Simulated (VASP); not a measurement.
Input of a VASP 6.6.1 run:

INCAR

```
ALGO = Normal ; EDIFF = 1E-6
ENCUT = 520 ; GGA = PE
ISIF = 2 ; ISMEAR = -1
LASPH = True ; LCHARG = False
LREAL = False ; LWAVE = False
NBANDS = 16 ; NELM = 60
PREC = Accurate ; SIGMA = 0.05
```

Contents of KPOINTS:

```
k-points
0
Gamma
  6 6 6
```

POSCAR

```
AlC3
1.0
    3.2168517338      0.0000000000      0.0000000000
    0.0000000000      3.2168517338      0.0000000000
    0.0000000000      0.0000000000      3.2168517338
Al C
1 3
Direct
    0.0000000000      0.0000000000      0.0000000000
    0.0000000000      0.5000000000      0.5000000000
    0.5000000000      0.0000000000      0.5000000000
    0.5000000000      0.5000000000      0.0000000000
```

Potentials or basis: VASP PAW PBE potentials, release 64 (Al, C).

The run is started by

```bash
$ cat potpaw_PBE.64/Al/POTCAR potpaw_PBE.64/C/POTCAR > POTCAR
$ mpirun -np 1 vasp_std > vasp.out
```

(1) Predict the pressure.

## Answers

(1) 0.0 GPa.
